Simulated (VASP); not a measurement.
Write the native input for VASP 6.6.1 that does the following.

```
Task                               : single point
Functional                         : PBE-based screened hybrid
Potentials or basis                : VASP PAW PBE potentials, release 64 (Pt, Se)
Cutoff                             : 520 eV
k mesh                             : 4 × 4 × 4
Occupations                        : fermi-dirac, width 0.05 eV
Spin                               : no spin polarisation
Dipole correction                  : no
Grid for exact exchange (PRECFOCK) : Normal
Share of exact exchange            : 0.25
Further INCAR settings             : ALGO = Normal; EDIFF = 1e-07; NBANDS = 15
Screening parameter                : 0.3 1/Å
```

PtSe:

```xyz
2
Lattice="0.0000 2.6217 2.6217 2.6217 0.0000 2.6217 2.6217 2.6217 0.0000" Properties=species:S:1:pos:R:3 pbc="T T T"
Pt    2.6217    2.6217    2.6217
Se    0.0000    0.0000    0.0000
```

These files were run (other wordings do the same):

POSCAR

```
PtSe
1.0
    0.0000000000      2.6216830574      2.6216830574
    2.6216830574      0.0000000000      2.6216830574
    2.6216830574      2.6216830574      0.0000000000
Pt Se
1 1
Direct
    0.5000000000      0.5000000000      0.5000000000
    0.0000000000      0.0000000000      0.0000000000
```

INCAR.step1

```
PREC = Accurate ; ENCUT = 520
EDIFF = 1E-5 ; ISMEAR = -1
SIGMA = 0.05 ; LREAL = F
LASPH = T ; NELM = 80
ALGO = Normal ; ISIF = 2
LWAVE = T ; GGA = PE
NBANDS = 15
```

INCAR.step2

```
PREC = Accurate ; ENCUT = 520
EDIFF = 1E-7 ; ISMEAR = -1
SIGMA = 0.05 ; LREAL = F
LASPH = T ; NELM = 80
ALGO = Normal ; ISIF = 2
LWAVE = F ; LCHARG = T
GGA = PE ; LHFCALC = T
AEXX = 0.25 ; HFSCREEN = 0.3
PRECFOCK = Normal ; LELF = T
LVHAR = T ; ISTART = 1
NBANDS = 15
```

KPOINTS

```
regular mesh
0
Gamma
  4 4 4
```

Potentials or basis: VASP PAW PBE potentials, release 64 (Pt, Se).

Run with:

```bash
$ cat potpaw_PBE.64/Pt/POTCAR potpaw_PBE.64/Se/POTCAR > POTCAR
$ cp INCAR.step1 INCAR
$ mpirun -np 1 vasp_std > vasp.out
$ cp INCAR.step2 INCAR
$ mpirun -np 1 vasp_std > vasp.out
```

Results of the run:

```json
{
  "Pressure": "-0.1 GPa",
  "Band gap on the k mesh": "zero (band 8 reaches 10.95 eV, above the bottom of band 9 at 5.99 eV)"
}
```

Caveat: the k points lie up to 0.52 Å⁻¹ apart; the PAW data sets were made with another functional, which shifts forces and pressure a little; spin-orbit coupling is left out, which moves the levels of the heavy elements.

It took 5.4 min on 1 thread of Intel(R) Xeon(R) Platinum 8488C (Sapphire Rapids), on a shared host, peak memory 0.26 GiB.
